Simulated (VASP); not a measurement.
Runs of VASP 6.6.1 on TiB2 (de600). The structure is that of space group P6/mmm (No. 191), or close to it. The cells are those of the table. 

```csv
task,cell,k mesh,cutoff (eV),smearing,gap on the mesh (eV),pressure (GPa),relaxed volume (Å³/atom)
single point,"a = 3.026, b = 3.026, c = 3.229 Å, angles 90.0, 90.0, 120.0°, 3 atoms",6 × 6 × 6,520,gaussian 0.1 eV,none,-9.9,-
relaxation of cell and atoms,"relaxed from a = 3.026, b = 3.026, c = 3.229 Å, angles 90.0, 90.0, 120.0°, 3 atoms",9 × 9 × 6,600,gaussian 0.1 eV,none,0.2,(a)
single point,"a = 2.995, b = 2.995, c = 3.157 Å, angles 90.0, 90.0, 120.0°, 3 atoms",9 × 9 × 6,520,gaussian 0.1 eV,none,0.7,-
single point,"a = 2.994, b = 2.994, c = 3.159 Å, angles 90.0, 90.0, 120.0°, 3 atoms",15 × 15 × 12,520,gaussian 0.1 eV,none,0.6,-
single point,"a = 2.994, b = 2.994, c = 3.159 Å, angles 90.0, 90.0, 120.0°, 3 atoms",15 × 15 × 12,520,fermi-dirac 0.15 eV,none,0.7,-
relaxation of cell and atoms,"relaxed from a = 2.994, b = 2.994, c = 3.159 Å, angles 90.0, 90.0, 120.0°, 3 atoms",15 × 15 × 12,600,fermi-dirac 0.15 eV,none,0.0,8.19
```

Alike in all rows: level LDA; potentials or basis VASP PAW LDA potentials, release 64 (Ti_sv, B); no spin polarisation.

Question: Estimate the missing entries.

Answer: (a) 8.18.

Caveats: some runs use coarse meshes.

A gap of «none» marks levels without a gap at the run's occupations.
